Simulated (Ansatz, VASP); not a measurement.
## ZnS in VASP and in Ansatz

```
Zn S
1.0
     3.84887    0.00000    0.00000
     0.00000    5.44313    0.00000
     0.00000    0.00000   24.62218
Zn S
6 6
Cartesian
  1.9244 2.4299 7.9349
  0.0000 0.0827 9.3188
  1.9244 2.7912 11.3949
  0.0000 0.0697 13.2273
  1.9244 2.8043 15.3034
  0.0000 -0.2916 16.6873
  0.0000 1.3590 7.3647
  1.9244 4.1614 9.4503
  0.0000 1.4227 11.3143
  1.9244 4.1442 13.3079
  0.0000 1.4399 15.1719
  1.9244 4.0806 17.2575
```

Alike in both runs: functional PBE; k mesh 7 × 5 × 1; occupations gaussian, width 0.05 eV; no spin polarisation.

Ansatz relaxed the structure, and its values are those at the end. VASP's run is a single point on that final structure, the one shown.

```csv
,VASP,Ansatz
version,VASP 6.6.1,Ansatz 0.2.0
potentials or method,"VASP PAW PBE potentials, release 64 (Zn, S), cutoff 520 eV","scalar-relativistic, plane waves, PAW"
valence electrons in the cell,108,108
```

Ansatz gave:

```
gap on the k mesh at the Fermi level (eV) : 2.30
least direct gap on the mesh (eV)         : 2.30
rms of the force components (eV/Å)        : 0.006
```

Task: Which values does VASP return?

Result: gap on the k mesh at the Fermi level (eV): 2.30; least direct gap on the mesh (eV): 2.30; rms of the force components (eV/Å): 0.008.

The functional is the same, so the differences come from potentials, cutoffs and numerics. Ansatz's warnings: xc potential rough in thin density.
